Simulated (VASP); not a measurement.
Set up this calculation in VASP 6.6.1, as the native input.

| Item | Value |
| --- | --- |
| Task | relaxation of cell and atoms |
| Functional | PBE |
| Potentials or basis | VASP PAW PBE potentials, release 64 (Li_sv, S) |
| Cutoff | 600 eV |
| k mesh | 6 × 6 × 4 |
| Occupations | gaussian, width 0.1 eV |
| Spin | no spin polarisation |
| Dipole correction | no |
| Further INCAR settings | ALGO = Normal; EDIFF = 1e-06; IBRION = 2; EDIFFG = -0.04; NSW = 90; ISIF = 3 |

The structure of Li2S3 lies in POSCAR:

```
Li2S3
1.0
    4.6027178606      0.0000000000      0.0000000000
   -2.3013589303      3.9860705937      0.0000000000
    0.0000000000      0.0000000000      6.0043338823
Li S
2 3
Direct
    0.6666666667      0.3333333333      0.9037389195
    0.3333333333      0.6666666667      0.9037389195
    0.7495470596      0.0000000000      0.3333333333
    0.2504529404      0.2504529404      0.3333333333
    0.0000000000      0.7495470596      0.3333333333
```

The cell was generated, and may not be a known phase.

One way to write it, as run:

INCAR

```
PREC = Accurate
ENCUT = 600
EDIFF = 1E-6
ISMEAR = 0
SIGMA = 0.1
LREAL = False
LASPH = True
NELM = 100
ALGO = Normal
ISIF = 3
LWAVE = False
LCHARG = False
GGA = PE
IBRION = 2
NSW = 90
EDIFFG = -0.04
```

KPOINTS

```
regular mesh
0
Gamma
  6 6 4
```

Potentials or basis: VASP PAW PBE potentials, release 64 (Li_sv, S).

Command:

```console
$ cat potpaw_PBE.64/Li_sv/POTCAR potpaw_PBE.64/S/POTCAR > POTCAR
$ mpirun -np 1 vasp_std > vasp.out
```

Results of the run:

```json
{"Relaxed volume": "16.20 Å³/atom", "Relaxed cell": "a = 4.957 Å, b = 4.957 Å, c = 3.808 Å, α = 90.00°, β = 90.00°, γ = 120.00°", "Space group after relaxing (to 0.1 Å)": "P-62m (No. 189)", "Energy gained by relaxing": "828.5 meV/atom", "Ionic steps": "19", "Pressure after relaxing": "0.0 GPa", "Largest force after relaxing": "0.019 eV/Å", "Band gap on the k mesh": "zero (bands 12 and 13 overlap by 0.72 eV)"}
```

Caveat: the cutoff is under 1.25 times the usual one of these potentials, so pressure, stress and relaxed cells hold a basis-set (Pulay) error; the volume moved by over 15 % at a fixed basis, so the end points are rough.

Run time: 15 min on 1 thread of Oxide Virtual Turin-like Processor, with other jobs on the host, peak memory 0.25 GiB.
